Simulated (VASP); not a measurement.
## C: single point with PBE

The system is C.

```
C
1.0
     1.22803    0.70900    3.34701
    -1.22803    0.70900    3.34701
     0.00000   -1.41800    3.34701
C
2
Direct
  0.16400 0.16400 0.16400
  0.83600 0.83600 0.83600
```

| Quantity | Value |
| --- | --- |
| Program | VASP 6.6.1 |
| Task | single point |
| Functional | PBE |
| Potentials or basis | VASP PAW PBE potentials, release 64 (C) |
| Cutoff | 520 eV |
| k mesh | 13 × 13 × 13 |
| Occupations | fermi-dirac, width 0.03 eV |
| Spin | no spin polarisation |
| Dipole correction | no |
| Further INCAR settings | ALGO = Normal; EDIFF = 1e-07; NBANDS = 11 |

- Pressure: 4.8 GPa
- Largest force: 0.871 eV/Å
- Band gap on the k mesh: 0.65 eV, direct

Forces in eV/Å, atoms in the order of the input:
```
C    0.000  0.000  0.871
C    0.000  0.000 -0.871
```

Stress tensor (GPa, compression positive):
```
5.62 0.00 0.00
0.00 5.62 0.00
0.00 0.00 3.17
```

Levels at points of the mesh, in eV from the valence-band top:
```
           k point  band 1  band 2  band 3  band 4  band 5  band 6  band 7  band 8  band 9
(0.00, 0.00, 0.00)  -19.49   -6.35   -2.72   -2.72    4.44    8.69    8.69   11.78   13.14
```

Run time: 2.3 min on 1 thread of AMD EPYC 7R13, with other jobs on the host, peak memory 0.14 GiB.

A k mesh can miss the band edges. PBE gaps usually lie below the measured ones, often by a third to a half.
